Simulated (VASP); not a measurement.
Runs of VASP 6.6.1 on NaF. It takes space group Pm-3m (No. 221, cubic). The conventional cell has a = 2.793 Å, b = 2.793 Å, c = 2.793 Å, α = 90.00°, β = 90.00°, γ = 90.00°. Na (site symmetry m-3m) has 8 F at 2.42 Å and 6 Na at 2.79 Å within 3.2 Å. Within 3.2 Å of F (site symmetry m-3m) lie 8 Na at 2.42 Å and 6 F at 2.79 Å. 

| level | k mesh | smearing | grid for exact exchange (PRECFOCK) | share of exact exchange | screening parameter | gap on the mesh (eV) | pressure (GPa) |
| --- | --- | --- | --- | --- | --- | --- | --- |
| r2SCAN | 6 × 6 × 6 | gaussian 0.01 eV | - | - | - | 7.12 | (b) |
| PBEsol | 6 × 6 × 6 | fermi-dirac 0.05 eV | - | - | - | 5.98 | 1.3 |
| PBE-based screened hybrid | 4 × 4 × 4 | gaussian 0.01 eV | Normal | 0.35 | 0.5 1/Å | 8.09 | 1.3 |
| PBEsol | 6 × 6 × 6 | gaussian 0.01 eV | - | - | - | 5.98 | (a) |
| PBEsol | 6 × 6 × 6 | methfessel-paxton 0.5 eV | - | - | - | 5.98 | 1.1 |

Alike in all rows: task single point; potentials or basis VASP PAW PBE potentials, release 64 (Na_pv, F); no spin polarisation; cell as given; cutoff (eV) 520.

Question: Fill in the values left out.

Answer: (a) 1.4; (b) -0.8.

Caveats: some runs use coarse meshes; the PAW data sets were made with another functional, which shifts forces and pressure a little.

A k mesh can miss the band edges.
